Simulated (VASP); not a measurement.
# I (Fmmm) in VASP: notebook

Aim: see how the results for I move with the level of theory and the settings. Levels: LDA, PBE. Tasks: single point.

Program: VASP 6.6.1. These are calculated values, not measurements. Logs are shortened: lines on timing, memory, paths and dates and some standing lists are left out, and cuts for length are marked.

### 1 The cell of the first run

It takes space group Fmmm (No. 69, orthorhombic). Conventional cell: a = 4.384 Å, b = 4.731 Å, c = 7.820 Å, α = 90.00°, β = 90.00°, γ = 90.00°. Within 4.2 Å of I (site symmetry mmm) lie 4 I at 3.23 Å.

### 2 Single point, LDA

INCAR reads:

```
ALGO = Normal
EDIFF = 1E-6
ENCUT = 520
GGA = CA
ISIF = 2
ISMEAR = -1
LASPH = T
LCHARG = F
LREAL = F
LWAVE = F
NBANDS = 10
NELM = 100
PREC = Accurate
SIGMA = 0.03
```

KPOINTS reads:

```
k-points
0
Gamma
  14 14 14
```

POSCAR reads:

```
I
1.0
    0.0000000000      2.3656004428      3.9098401324
    2.1922454667      0.0000000000      3.9098401324
    2.1922454667      2.3656004428      0.0000000000
I
1
Direct
    0.0000000000      0.0000000000      0.0000000000
```

Potentials or basis: VASP PAW LDA potentials, release 64 (I).

Command:

```
$ cat potpaw_LDA.64/I/POTCAR > POTCAR
$ mpirun -np 1 vasp_std > vasp.out
```

OUTCAR:

```text
EDIFF = 1E-6
   ENCUT = 520
   GGA = CA
   ISIF = 2
   ISMEAR = -1
   LASPH = T
   LREAL = F
   NELM = 100
   PREC = Accurate

 ion  position               nearest neighbor table
   1  0.000  0.000  0.000-

  LATTYP: Found a face centered orthorhombic cell.
 ALAT       =     4.3844909334
 B/A-ratio  =     1.0790764441
 C/A-ratio  =     1.7834864717

  Lattice vectors:

 A1 = (   0.0000000000,   2.3656004428,   3.9098401324)
 A2 = (   2.1922454667,   0.0000000000,   3.9098401324)
 A3 = (   2.1922454667,   2.3656004428,   0.0000000000)

Analysis of symmetry for initial positions (statically):
=====================================================================
 Subroutine PRICEL returns:
 Original cell was already a primitive cell.

 Routine SETGRP: Setting up the symmetry group for a
 face centered orthorhombic supercell.

 Subroutine GETGRP returns: Found  8 space group operations
 (whereof  8 operations were pure point group operations)
 out of a pool of  8 trial point group operations.

The static configuration has the point symmetry D_2h.

Analysis of symmetry for dynamics (positions and initial velocities):
=====================================================================
 Subroutine PRICEL returns:
 Original cell was already a primitive cell.

 Routine SETGRP: Setting up the symmetry group for a
 face centered orthorhombic supercell.

 Subroutine GETGRP returns: Found  8 space group operations
 (whereof  8 operations were pure point group operations)
 out of a pool of  8 trial point group operations.

The dynamic configuration has the point symmetry D_2h.

 Subroutine INISYM returns: Found  8 space group operations
 (whereof  8 operations are pure point group operations),
 and found     1 'primitive' translations

----------------------------------------------------------------------------------------

                                     Primitive cell

  volume of cell :      40.5527

  direct lattice vectors                    reciprocal lattice vectors
     0.000000000  2.365600443  3.909840132    -0.228076649  0.211362828  0.127882467
     2.192245467  0.000000000  3.909840132     0.228076649 -0.211362828  0.127882467
     2.192245467  2.365600443  0.000000000     0.228076649  0.211362828 -0.127882467

  length of vectors
     4.569782852  4.482498193  3.225214046     0.336224818  0.336224818  0.336224818

[... 76 lines left out ...]
   ENCUT  =  520.0 eV  38.22 Ry    6.18 a.u.   8.50  8.33  6.00*2*pi/ulx,y,z
   NELM   =    100;   NELMIN=  2; NELMDL= -5     # of ELM steps
   EDIFF  = 0.1E-05   stopping-criterion for ELM
   LREAL  =      F    real-space projection
   EDIFFG = 0.1E-04   stopping-criterion for IOM
   NSW    =      0    number of steps for IOM
   IBRION =     -1    ionic relax: 0-MD 1-quasi-New 2-CG
   NFREE  =      0    steps in history (QN), initial steepest desc. (CG)
   ISIF   =      2    stress and relaxation
   ISYM   =      2    0-nonsym 1-usesym 2-fastsym
   POTIM  = 0.5000    time-step for ionic-motion
   TEBEG  =    0.0;   TEEND  =   0.0 temperature during run
   PSTRESS=    0.0 pullay stress
   NELECT =       7.0000    total number of electrons
   NUPDOWN=      -1.0000    fix difference up-down
   EMIN   =  10.00;   EMAX   =-10.00  energy-range for DOS
   EFERMI =   0.00;   METHOD = LEGACY
   ISMEAR =    -1;   SIGMA  =   0.03  broadening in eV -4-tet -1-fermi 0-gaus
   EFERMI_NEDOS =   21; number of points for ismear=-14 and -15
   IALGO  =     38    algorithm
   IMIX   =      4    mixing-type and parameters
     AMIX     =   0.40;   BMIX     =  1.00
     AMIX_MAG =   1.60;   BMIX_MAG =  1.00
  volume/ion in A,a.u.               =      40.55       273.66
  Fermi-wavevector in a.u.,A,eV,Ry     =   0.911523  1.722529 11.304731  0.830874
  Thomas-Fermi vector in A             =   2.035812
   LORBIT       =      0    0 simple, 1 ext, 2 COOP (PROOUT), +10 PAW based schemes
   GGA     = CA    functional components
   LHFCALC =     F    Hartree Fock is set to
   AEXX    =    0.0000 exact exchange contribution
   IVDW    =     0    specifies the selected vdW correction
   LEPSILON=     F    determine dielectric tensor
   LRPA    =     F    only Hartree local field effects (RPA)
 non-spin polarized calculation
  energy-cutoff  :      520.00
  volume of cell :       40.55
 maximum number of plane-waves:      1112
 NGX is ok and might be reduce to    36
   NGX = 17   NGY = 17   NGZ = 11

 number of electron       7.0000000 magnetization

 Free energy of the ion-electron system (eV)
  ---------------------------------------------------
  ext. energy  EPLUGINS =         0.00000000
  ---------------------------------------------------
  free energy    TOTEN  =        -1.93214829 eV

  energy without entropy =       -1.93070849  energy(sigma->0) =       -1.93142839

 E-fermi :   3.3536     XC(G=0):  -8.6033

 val. band max:        3.3491605798   @ k =   0.5000  -0.4286   0.0714
 cond. band min:       3.3569758388   @ k =  -0.4286   0.0000   0.1429
 fundamental gap:      0.0078152591
 Fermi energy:         3.3535911699

 k-point     1 :       0.0000    0.0000    0.0000
  band No.  band energies     occupation
      1     -10.5944      2.00000
      2       1.4120      2.00000
      3       4.0712      0.00000
      4       4.3525      0.00000
      5       7.5800      0.00000
      6      10.8397      0.00000
      7      11.4375      0.00000
      8      15.3830      0.00000
      9      15.5308      0.00000
     10      15.6913      0.00000
[... 287 lines left out ...]
 k-point    24 :       0.2857    0.1429    0.0000
  band No.  band energies     occupation
      1     -10.3007      2.00000
      2       0.5542      2.00000
      3       2.4965      2.00000
      4       4.2803      0.00000
      5       9.6901      0.00000
      6      11.0086      0.00000
      7      12.7090      0.00000
      8      13.7803      0.00000
      9      16.4454      0.00000
     10      17.2885      0.00000

 [... further k-points ...]
[... 5 lines left out ...]
  --------------------------------------------------------------------------------------
  -------------------------------------------------------------------------------------
  Total       -0.6767949     -0.8130043     -0.2538706      0.0000000      0.0000000      0.0000000
  in kB      -26.7391786    -32.1206163    -10.0300557      0.0000000      0.0000000      0.0000000
  external PRESSURE =     -22.9632835 kB  Pullay stress =       0.0000000 kB

 VOLUME and BASIS-vectors are now :
 -----------------------------------------------------------------------------
  energy-cutoff  :      520.00
  volume of cell :       40.55
      direct lattice vectors                 reciprocal lattice vectors
     0.000000000  2.365600443  3.909840132    -0.228076649  0.211362828  0.127882467
     2.192245467  0.000000000  3.909840132     0.228076649 -0.211362828  0.127882467
     2.192245467  2.365600443  0.000000000     0.228076649  0.211362828 -0.127882467

 POSITION                                       TOTAL-FORCE (eV/Angst)
 -----------------------------------------------------------------------------------
      0.00000      0.00000      0.00000         0.000000      0.000000      0.000000
 -----------------------------------------------------------------------------------
    total drift:                                0.000000      0.000000      0.000000

  FREE ENERGIE OF THE ION-ELECTRON SYSTEM (eV)
  ---------------------------------------------------
  free  energy   TOTEN  =        -1.9321482904 eV

  energy  without entropy=       -1.9307084894  energy(sigma->0) =       -1.93142839
```

OSZICAR:

```text
N       E                     dE             d eps       ncg     rms          rms(c)
DAV:   1     0.200741959877E+02    0.20074E+02   -0.24106E+03  8576   0.488E+02
DAV:   2    -0.101654530446E+01   -0.21091E+02   -0.20424E+02 11042   0.822E+01
DAV:   3    -0.196040081176E+01   -0.94386E+00   -0.93738E+00 10730   0.177E+01
DAV:   4    -0.196963307945E+01   -0.92323E-02   -0.92310E-02 10708   0.215E+00
DAV:   5    -0.196977411160E+01   -0.14103E-03   -0.14103E-03 10726   0.244E-01    0.502E+00
DAV:   6    -0.194292090320E+01    0.26853E-01   -0.20438E-02  9562   0.660E-01    0.308E+00
DAV:   7    -0.193233393638E+01    0.10587E-01   -0.39853E-02  9376   0.938E-01    0.184E-01
DAV:   8    -0.193214914152E+01    0.18479E-03   -0.18407E-03  9456   0.261E-01    0.333E-02
DAV:   9    -0.193214851048E+01    0.63104E-06   -0.26958E-05 10642   0.372E-02    0.131E-02
DAV:  10    -0.193214829040E+01    0.22008E-06   -0.14635E-06  9994   0.651E-03
   1 F= -.19321483E+01 E0= -.19314284E+01  d E =-.143980E-02
```

stdout:

```text
POSCAR found type information on POSCAR I
 POSCAR found :  1 types and       1 ions
 scaLAPACK will be used
 LDA part: xc-table for (Slater(with rela. corr.)+CA(PZ))
 , standard interpolation
 POSCAR, INCAR and KPOINTS ok, starting setup
 FFT: planning ... GRIDC
 FFT: planning ... GRID_SOFT
 FFT: planning ... GRID
 WAVECAR not read
 entering main loop
```

Run time: 2.3 min. Hardware: 1 thread of Oxide Virtual Turin-like, shared host; peak memory 0.25 GiB.

What came out:

```
Free energy : -1.9321 eV
Pressure    : -2.3 GPa
```

Stress tensor (GPa, compression positive):
```
-2.67  0.00  0.00
 0.00 -3.21  0.00
 0.00  0.00 -1.00
```

Caveat: spin-orbit coupling is left out, which moves the levels of the heavy elements; an odd number of electrons without spin polarisation forces a metal; a magnetic or distorted state may lie lower.

### 3 Single point, PBE

INCAR reads:

```
  PREC = Accurate
  ENCUT = 520
  EDIFF = 1E-6
  ISMEAR = -1
  SIGMA = 0.03
  LREAL = F
  LASPH = T
  NELM = 100
  ALGO = Normal
  ISIF = 2
  LWAVE = F
  LCHARG = F
  GGA = PE
  NBANDS = 10
```

KPOINTS reads:

```
Automatic mesh
0
Gamma
  14 14 14
```

POSCAR is that of step 2.

Potentials or basis: VASP PAW PBE potentials, release 64 (I).

Command:

```
$ cat potpaw_PBE.64/I/POTCAR > POTCAR
$ mpirun -np 1 vasp_std > vasp.out
```

Wall time 2.5 min (1 thread of Oxide Virtual Turin-like, shared host); peak memory 0.27 GiB.

It converged, with:

```
Free energy : -1.4061 eV
Pressure    : 0.5 GPa
```

Stress tensor (GPa, compression positive):
```
0.44 0.00 0.00
0.00 0.04 0.00
0.00 0.00 0.88
```

Levels at points of the mesh, in eV from the Fermi level:
| k point | band 1 | band 2 | band 3 | band 4 | band 5 | band 6 | band 7 | band 8 |
| --- | --- | --- | --- | --- | --- | --- | --- | --- |
| (0.00, 0.00, 0.00) | -13.94 | -2.00 | 0.71 | 1.00 | 4.48 | 7.42 | 8.14 | 12.06 |
| (0.50, 0.00, 0.00) | -12.48 | -5.26 | -1.79 | 1.65 | 4.73 | 9.04 | 10.60 | 11.80 |
| (0.50, 0.50, 0.00) | -13.69 | -4.12 | 0.49 | 0.80 | 6.90 | 7.23 | 10.66 | 14.54 |
| (0.50, 0.00, 0.50) | -11.18 | -4.44 | -3.54 | -0.54 | 3.92 | 6.54 | 9.51 | 10.45 |
| (0.00, 0.50, 0.50) | -11.14 | -4.14 | -3.83 | -0.83 | 3.86 | 5.69 | 10.25 | 10.67 |

Caveat: spin-orbit coupling is left out, which moves the levels of the heavy elements; an odd number of electrons without spin polarisation forces a metal; a magnetic or distorted state may lie lower.
